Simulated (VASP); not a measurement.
Runs of VASP 6.6.1 on Ir. The structure is that of space group Fm-3m (No. 225), or close to it. The cells are those of the table. 

| cell | k mesh | gap on the mesh (eV) | pressure (GPa) |
| --- | --- | --- | --- |
| a = 2.691 Å, angles 60.0°, 1 atom | 18 × 18 × 18 | none | 11.5 |
| a = 2.709 Å, angles 60.0°, 1 atom | 8 × 8 × 8 | none | 4.4 |
| a = 2.605 Å, angles 60.0°, 1 atom | 18 × 18 × 18 | none | (a) |
| a = 2.718 Å, angles 60.0°, 1 atom | 18 × 18 × 18 | none | -0.9 |
| a = 2.772 Å, angles 60.0°, 1 atom | 18 × 18 × 18 | none | -19.8 |
| a = 2.709 Å, angles 60.0°, 1 atom | 18 × 18 × 18 | none | (b) |
| a = 2.634 Å, angles 60.0°, 1 atom | 18 × 18 × 18 | none | 44.1 |

Alike in all rows: task single point; level r2SCAN; potentials or basis VASP PAW PBE potentials, release 64 (Ir_sv_GW); no spin polarisation; cutoff (eV) 620; smearing gaussian 0.1 eV.

Question: Fill in the values left out.

Answer: (a) 65.4; (b) 3.0.

Caveats: the PAW data sets were made with another functional, which shifts forces and pressure a little; spin-orbit coupling is left out, which moves the levels of the heavy elements; the cell stands under pressure (at least some runs); the cell stands under tension (at least some runs).

A k mesh can miss the band edges, and the runs leave out spin-orbit coupling on Ir.

A gap of «none» marks levels without a gap at the run's occupations.
